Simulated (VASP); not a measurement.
# GaN (P6_3mc) in VASP: a series of runs

Aim: see how the results for GaN move with the level of theory and the settings. Levels: PBE, LDA. Tasks: relaxation of cell and atoms, single point.

All numbers are computed with VASP 6.6.1; they aren't measurements. Logs are shortened: lines on timing, memory, paths and dates and some standing lists are left out, and cuts for length are marked.

### Step 1. The cell of the first run

It takes space group P6_3mc (No. 186, hexagonal). Conventional cell: a = 2.971 Å, b = 2.971 Å, c = 9.703 Å, α = 90.00°, β = 90.00°, γ = 120.00°. Ga (site symmetry 3m) has 4 N at 1.82 Å within 2.4 Å. Within 2.4 Å of Ga (site symmetry 3m) lie 4 N at 1.82 Å. Within 2.4 Å of N (site symmetry 3m) lie 4 Ga at 1.82 Å. Within 2.4 Å of N (site symmetry 3m) lie 4 Ga at 1.82 Å.

### Step 2. Relaxation of cell and atoms, PBE

INCAR

```
SYSTEM = GaN
PREC = Accurate
ENCUT = 600
EDIFF = 1E-6
ISMEAR = -1
SIGMA = 0.02
LREAL = .FALSE.
LASPH = .TRUE.
NELM = 60
ALGO = Normal
ISIF = 3
LWAVE = .FALSE.
LCHARG = .FALSE.
GGA = PE
IBRION = 2
NSW = 80
EDIFFG = -0.005
```

KPOINTS

```
regular mesh
0
G
  12 12 4
  0 0 0
```

POSCAR

```
GaN
1.0
    2.9709044594      0.0000000000      0.0000000000
   -1.4854522297      2.5728787340      0.0000000000
    0.0000000000      0.0000000000      9.7029739643
Ga N
4 4
Direct
    0.0000000000      0.0000000000      0.0000000000
    0.3333333333      0.6666666667      0.2500000000
    0.0000000000      0.0000000000      0.5000000000
    0.6666666667      0.3333333333      0.7500000000
    0.0000000000      0.0000000000      0.1875000000
    0.3333333333      0.6666666667      0.4375000000
    0.0000000000      0.0000000000      0.6875000000
    0.6666666667      0.3333333333      0.9375000000
```

Potentials or basis: VASP PAW PBE potentials, release 64 (Ga_d, N).

On the command line:

```bash
$ cat potpaw_PBE.64/Ga_d/POTCAR potpaw_PBE.64/N/POTCAR > POTCAR
$ mpirun -np 1 vasp_std > vasp.out
```

OUTCAR:

```text
SYSTEM = GaN
   PREC = Accurate
   ENCUT = 600
   EDIFF = 1E-6
   ISMEAR = -1
   LREAL = .FALSE.
   LASPH = .TRUE.
   NELM = 60
   ISIF = 3
   GGA = PE
   IBRION = 2
   NSW = 80
   EDIFFG = -0.005

 ion  position               nearest neighbor table
   1  0.000  0.000  0.000-   8 1.82   8 1.82   8 1.82   5 1.82
   2  0.333  0.667  0.250-   5 1.82   5 1.82   5 1.82   6 1.82
   3  0.000  0.000  0.500-   6 1.82   6 1.82   6 1.82   7 1.82
   4  0.667  0.333  0.750-   7 1.82   7 1.82   7 1.82   8 1.82
   5  0.000  0.000  0.188-   2 1.82   2 1.82   2 1.82   1 1.82
   6  0.333  0.667  0.438-   3 1.82   3 1.82   3 1.82   2 1.82
   7  0.000  0.000  0.688-   4 1.82   4 1.82   4 1.82   3 1.82
   8  0.667  0.333  0.938-   1 1.82   1 1.82   1 1.82   4 1.82

  LATTYP: Found a hexagonal cell.
 ALAT       =     2.9709044594
 C/A-ratio  =     3.2660000000

  Lattice vectors:

 A1 = (   2.9709044594,   0.0000000000,   0.0000000000)
 A2 = (  -1.4854522297,   2.5728787340,   0.0000000000)
 A3 = (   0.0000000000,   0.0000000000,   9.7029739643)

Analysis of symmetry for initial positions (statically):
=====================================================================
 Subroutine PRICEL returns:
 Original cell was already a primitive cell.

 Routine SETGRP: Setting up the symmetry group for a
 hexagonal supercell.

 Subroutine GETGRP returns: Found 12 space group operations
 (whereof  6 operations were pure point group operations)
 out of a pool of 24 trial point group operations.

The static configuration has the point symmetry C_3v.
 The point group associated with its full space group is C_6v.

Analysis of symmetry for dynamics (positions and initial velocities):
=====================================================================
 Subroutine PRICEL returns:
 Original cell was already a primitive cell.

 Routine SETGRP: Setting up the symmetry group for a
 hexagonal supercell.

 Subroutine GETGRP returns: Found 12 space group operations
 (whereof  6 operations were pure point group operations)
 out of a pool of 24 trial point group operations.

The dynamic configuration has the point symmetry C_3v.
 The point group associated with its full space group is C_6v.

 Subroutine INISYM returns: Found 12 space group operations
 (whereof  6 operations are pure point group operations),
 and found     1 'primitive' translations

----------------------------------------------------------------------------------------

                                     Primitive cell

  volume of cell :      74.1674

  direct lattice vectors                    reciprocal lattice vectors
     2.970904459  0.000000000  0.000000000     0.336597832  0.194334849  0.000000000
    -1.485452230  2.572878734  0.000000000     0.000000000  0.388669698  0.000000000
     0.000000000  0.000000000  9.702973964     0.000000000  0.000000000  0.103061186

  length of vectors
     2.970904459  2.970904459  9.702973964     0.388669698  0.388669698  0.103061186

  position of ions in fractional coordinates (direct lattice)
     0.000000000  0.000000000  0.000000000
     0.333333333  0.666666667  0.250000000
     0.000000000  0.000000000  0.500000000
     0.666666667  0.333333333  0.750000000
     0.000000000  0.000000000  0.187500000
     0.333333333  0.666666667  0.437500000
     0.000000000  0.000000000  0.687500000
     0.666666667  0.333333333  0.937500000

  ion indices of the primitive-cell ions
   primitive index   ion index
                 1           1
                 2           2
                 3           3
                 4           4
                 5           5
                 6           6
                 7           7
                 8           8

----------------------------------------------------------------------------------------

 KPOINTS: regular mesh

Automatic generation of k-mesh.
 Grid dimensions read from file:
 generate k-points for:   12   12    4

 Generating k-lattice:

  Cartesian coordinates                     Fractional coordinates (reciprocal lattice)
     0.028049819  0.016194571  0.000000000     0.083333333 -0.000000000  0.000000000
     0.000000000  0.032389141  0.000000000     0.000000000  0.083333333  0.000000000
     0.000000000  0.000000000  0.025765296     0.000000000  0.000000000  0.250000000

  Length of vectors
     0.032389141  0.032389141  0.025765296

  Shift w.r.t. Gamma in fractional coordinates (k-lattice)
     0.000000000  0.000000000  0.000000000

 Subroutine IBZKPT returns following result:
 ===========================================

 Found     57 irreducible k-points:

 Following reciprocal coordinates:
            Coordinates               Weight
  0.000000  0.000000  0.000000      1.000000
  0.083333  0.000000  0.000000      6.000000
  0.166667  0.000000  0.000000      6.000000
  0.250000  0.000000  0.000000      6.000000
  0.333333  0.000000  0.000000      6.000000
  0.416667  0.000000  0.000000      6.000000
[... 16 lines left out ...]
  0.250000  0.000000  0.250000     12.000000
  0.333333  0.000000  0.250000     12.000000
 [... further k-points ...]
   k-points           NKPTS =     57   k-points in BZ     NKDIM =     57   number of bands    NBANDS=     43
   number of dos      NEDOS =    301   number of ions     NIONS =      8
   total plane-waves  NPLWV =  46080
   dimension x,y,z NGX =    24 NGY =   24 NGZ =   80
   dimension x,y,z NGXF=    48 NGYF=   48 NGZF=  160
   ions per type =               4   4
   NGX,Y,Z   is equivalent  to a cutoff of  13.43, 13.43, 13.71 a.u.
   NGXF,Y,Z  is equivalent  to a cutoff of  26.86, 26.86, 27.41 a.u.
 SYSTEM =  GaN
   PREC   = accura    normal or accurate (medium, high low for compatibility)
   ISTART =      0    job   : 0-new  1-cont  2-samecut
   ICHARG =      2    charge: 1-file 2-atom 10-const
   ISPIN  =      1    spin polarized calculation?
   LNONCOLLINEAR =      F non collinear calculations
   LSORBIT =      F    spin-orbit coupling
   LASPH  =      T    aspherical Exc in radial PAW
   ENCUT  =  600.0 eV  44.10 Ry    6.64 a.u.   5.93  5.93 19.38*2*pi/ulx,y,z
   NELM   =     60;   NELMIN=  2; NELMDL= -5     # of ELM steps
   EDIFF  = 0.1E-05   stopping-criterion for ELM
   LREAL  =      F    real-space projection
   EDIFFG = -.5E-02   stopping-criterion for IOM
   NSW    =     80    number of steps for IOM
   IBRION =      2    ionic relax: 0-MD 1-quasi-New 2-CG
   NFREE  =      1    steps in history (QN), initial steepest desc. (CG)
   ISIF   =      3    stress and relaxation
   ISYM   =      2    0-nonsym 1-usesym 2-fastsym
   POTIM  = 0.5000    time-step for ionic-motion
   TEBEG  =    0.0;   TEEND  =   0.0 temperature during run
   PSTRESS=    0.0 pullay stress
   NELECT =      72.0000    total number of electrons
   NUPDOWN=      -1.0000    fix difference up-down
   EMIN   =  10.00;   EMAX   =-10.00  energy-range for DOS
   EFERMI =   0.00;   METHOD = LEGACY
   ISMEAR =    -1;   SIGMA  =   0.02  broadening in eV -4-tet -1-fermi 0-gaus
   EFERMI_NEDOS =   21; number of points for ismear=-14 and -15
   IALGO  =     38    algorithm
   IMIX   =      4    mixing-type and parameters
     AMIX     =   0.40;   BMIX     =  1.00
     AMIX_MAG =   1.60;   BMIX_MAG =  1.00
  volume/ion in A,a.u.               =       9.27        62.56
  Fermi-wavevector in a.u.,A,eV,Ry     =   1.620994  3.063234 35.750956  2.627621
  Thomas-Fermi vector in A             =   2.714842
   LORBIT       =      0    0 simple, 1 ext, 2 COOP (PROOUT), +10 PAW based schemes
   GGA     = PE    functional components
   LHFCALC =     F    Hartree Fock is set to
   AEXX    =    0.0000 exact exchange contribution
   IVDW    =     0    specifies the selected vdW correction
   LEPSILON=     F    determine dielectric tensor
   LRPA    =     F    only Hartree local field effects (RPA)
 conjugate gradient relaxation of ions
 non-spin polarized calculation
  energy-cutoff  :      600.00
  volume of cell :       74.17
 maximum number of plane-waves:      2497
 NGX is ok and might be reduce to    24
   NGX = 11   NGY = 11   NGZ = 39

--------------------------------------- Ionic step        1  -------------------------------------------

 number of electron      72.0000023 magnetization

 Free energy of the ion-electron system (eV)
  ---------------------------------------------------
  ext. energy  EPLUGINS =         0.00000000
  ---------------------------------------------------
  free energy    TOTEN  =       -45.19364155 eV

  energy without entropy =      -45.19364155  energy(sigma->0) =      -45.19364155

------------------------ aborting loop because EDIFF is reached ----------------------------------------

  FORCE on cell =-STRESS in cart. coord.  units (eV):
  Direction    XX          YY          ZZ          XY          YZ          ZX
  --------------------------------------------------------------------------------------
  -------------------------------------------------------------------------------------
  Total       31.4254890     31.4254890     31.6332933      0.0000000      0.0000000      0.0000000
  in kB      678.8592785    678.8592784    683.3483059      0.0000000      0.0000000      0.0000000
  external PRESSURE =     680.3556209 kB  Pullay stress =       0.0000000 kB
[... 27 lines left out ...]
  energy  without entropy=      -45.1936415502  energy(sigma->0) =      -45.19364155

--------------------------------------- Ionic step        2  -------------------------------------------

 number of electron      72.0000096 magnetization

 E-fermi :   2.4575     XC(G=0): -10.0941

 val. band max:        2.4278359578   @ k =   0.0000   0.0000   0.0000
 cond. band min:       3.1122623537   @ k =   0.0000   0.0000   0.2500
 fundamental gap:      0.6844263959
 Fermi energy:         2.4575191148

 k-point     1 :       0.0000    0.0000    0.0000
  band No.  band energies     occupation
      1     -11.5778      2.00000
      2     -11.5012      2.00000
      3     -11.4914      2.00000
      4     -11.3509      2.00000
      5     -11.0763      2.00000
      6     -11.0734      2.00000
[... 1093 lines left out ...]
     42       7.9500      0.00000
     43       8.8169      0.00000

 [... further k-points ...]
[... 5 lines left out ...]
  --------------------------------------------------------------------------------------
  -------------------------------------------------------------------------------------
  Total      -20.6217590    -20.6217590    -20.7656425      0.0000000     -0.0000000      0.0000000
  in kB     -264.4028238   -264.4028238   -266.2476334      0.0000000     -0.0000000      0.0000000
  external PRESSURE =    -265.0177604 kB  Pullay stress =       0.0000000 kB
[... 65 lines left out ...]
  FREE ENERGIE OF THE ION-ELECTRON SYSTEM (eV)
  ---------------------------------------------------
  free  energy   TOTEN  =       -48.6168273371 eV

  energy  without entropy=      -48.6168273371  energy(sigma->0) =      -48.61682734

[... ionic steps 4 to 9 ...]

--------------------------------------- Ionic step       10  -------------------------------------------

 number of electron      71.9999911 magnetization

------------------------ aborting loop because EDIFF is reached ----------------------------------------

  FORCE on cell =-STRESS in cart. coord.  units (eV):
  Direction    XX          YY          ZZ          XY          YZ          ZX
  --------------------------------------------------------------------------------------
  -------------------------------------------------------------------------------------
  Total       -0.0231051     -0.0231051     -0.0403935      0.0000000      0.0000000      0.0000000
  in kB       -0.3933395     -0.3933395     -0.6876581      0.0000000      0.0000000      0.0000000
  external PRESSURE =      -0.4914457 kB  Pullay stress =       0.0000000 kB
[... 69 lines left out ...]
  energy  without entropy=      -48.6235803716  energy(sigma->0) =      -48.62358037

--------------------------------------- Ionic step       12  -------------------------------------------

 number of electron      71.9999911 magnetization

 Free energy of the ion-electron system (eV)
  ---------------------------------------------------
  ext. energy  EPLUGINS =         0.00000000
  ---------------------------------------------------
  free energy    TOTEN  =       -48.62358358 eV

  energy without entropy =      -48.62358358  energy(sigma->0) =      -48.62358358

 E-fermi :   5.4395     XC(G=0): -11.5169

 val. band max:        4.9950810648   @ k =   0.0000   0.0000   0.0000
 cond. band min:       6.6207701999   @ k =   0.0000   0.0000   0.0000
 fundamental gap:      1.6256891350
 Fermi energy:         5.4394975795

 k-point     1 :       0.0000    0.0000    0.0000
  band No.  band energies     occupation
      1     -10.7224      2.00000
      2     -10.2181      2.00000
      3     -10.2074      2.00000
      4      -9.9029      2.00000
      5      -8.4268      2.00000
      6      -8.4203      2.00000
[... 1093 lines left out ...]
     42      12.2388      0.00000
     43      12.7383      0.00000

 [... further k-points ...]
[... 5 lines left out ...]
  --------------------------------------------------------------------------------------
  -------------------------------------------------------------------------------------
  Total        0.0332915      0.0332915      0.0011296      0.0000000     -0.0000000      0.0000000
  in kB        0.5667912      0.5667912      0.0192321      0.0000000     -0.0000000      0.0000000
  external PRESSURE =       0.3842715 kB  Pullay stress =       0.0000000 kB
[... 23 lines left out ...]
  FREE ENERGIE OF THE ION-ELECTRON SYSTEM (eV)
  ---------------------------------------------------
  free  energy   TOTEN  =       -48.6235835821 eV

  energy  without entropy=      -48.6235835821  energy(sigma->0) =      -48.62358358

 reached required accuracy - stopping structural energy minimisation
```

Wall time 25 min (1 thread of Intel Xeon 8259CL, shared host); peak memory 0.32 GiB.

What came out:

```
Free energy                           : -48.6236 eV
Relaxed volume                        : 11.76 Å³/atom
Relaxed cell                          : a = 3.217 Å, b = 3.217 Å, c = 10.498 Å, α = 90.00°, β = 90.00°, γ = 120.00°
Space group after relaxing (to 0.1 Å) : P6_3mc (No. 186)
Energy gained by relaxing             : 428.7 meV/atom
Ionic steps                           : 12
Pressure after relaxing               : 0.0 GPa
Band gap on the k mesh                : 1.63 eV
```

Step by step:
```csv
step,energy change (eV),largest force (eV/Å),pressure (GPa),volume (Å³)
1,0.0000,0.0468,68.04,74.17
2,-0.1525,0.0375,-26.50,124.96
3,-3.4232,0.0417,-1.94,95.20
4,-3.4293,0.0419,-0.55,94.40
5,-3.4296,0.0419,0.24,93.96
6,-3.4298,0.0109,0.28,93.96
7,-3.4298,0.0162,0.28,93.96
8,-3.4299,0.0011,-0.29,94.14
9,-3.4299,0.0091,0.15,94.10
10,-3.4299,0.0045,-0.05,94.11
11,-3.4299,0.0085,-0.01,94.11
12,-3.4299,0.0006,0.04,94.11
```

Final structure:
```yaml
crystal:
  lattice:
    - [3.21736, 0.00000, 0.00000]
    - [-1.60868, 2.78631, 0.00000]
    - [0.00000, 0.00000, 10.49762]
  atoms:
    - { symbol: Ga, position: [0.00000, 0.00000, 0.99965] }
    - { symbol: Ga, position: [0.33333, 0.66667, 0.24994] }
    - { symbol: Ga, position: [0.00000, 0.00000, 0.49965] }
    - { symbol: Ga, position: [0.66667, 0.33333, 0.74994] }
    - { symbol: N, position: [0.00000, 0.00000, 0.18762] }
    - { symbol: N, position: [0.33333, 0.66667, 0.43778] }
    - { symbol: N, position: [0.00000, 0.00000, 0.68762] }
    - { symbol: N, position: [0.66667, 0.33333, 0.93778] }
```

Levels at points of the mesh, in eV from the valence-band top:
```tsv
k point	band 34	band 35	band 36	band 37	band 38	band 39
(0.00, 0.00, 0.00)	-0.02	0.00	0.00	1.63	3.83	4.13
(0.50, 0.00, 0.00)	-1.79	-1.23	-0.95	3.74	3.99	5.19
(0.00, 0.00, 0.50)	-0.15	-0.15	-0.15	2.82	2.82	4.28
(0.50, 0.00, 0.50)	-1.81	-1.23	-1.23	4.36	4.36	4.98
```

Caveat: the volume moved by over 15 % at a fixed basis, so the end points are rough. A k mesh can miss the band edges.

[end of part 1 of 2]
